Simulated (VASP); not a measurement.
Here is a VASP 6.6.1 calculation.

File INCAR:

```
  ALGO = Normal
  EDIFF = 1E-7
  ENCUT = 520
  GGA = PE
  ISIF = 2
  ISMEAR = 0
  IVDW = 12
  LASPH = True
  LCHARG = False
  LREAL = False
  LWAVE = False
  NBANDS = 18
  NELM = 100
  PREC = Accurate
  SIGMA = 0.1
```

KPOINTS

```
k-points
0
Gamma
  12 12 10
```

The input POSCAR:

```
As
1.0
    1.8680572768     -5.4147564453      0.0000000000
    1.8680572768      5.4147564453      0.0000000000
    0.0000000000      0.0000000000      4.2989676045
As
4
Direct
    0.1126485188      0.8873514812      0.0555640984
    0.6126485188      0.3873514812      0.4444359016
    0.8873514812      0.1126485188      0.9444359016
    0.3873514812      0.6126485188      0.5555640984
```

Potentials or basis: VASP PAW PBE potentials, release 64 (As).

Launch:

```sh
$ cat potpaw_PBE.64/As/POTCAR > POTCAR
$ mpirun -np 1 vasp_std > vasp.out
```

(1) What does it give for the largest force?

(2) Estimate the pressure.

(3) Estimate the band gap on the k mesh.

(4) Predict the dispersion energy per atom.

Answers

(1) 0.056 eV/Å.

(2) 0.3 GPa.

(3) zero (band 10 reaches 5.23 eV, above the bottom of band 11 at 4.88 eV).

(4) -0.415 eV.

Caveat: pairwise dispersion overbinds metals, which lowers pressure and volume.
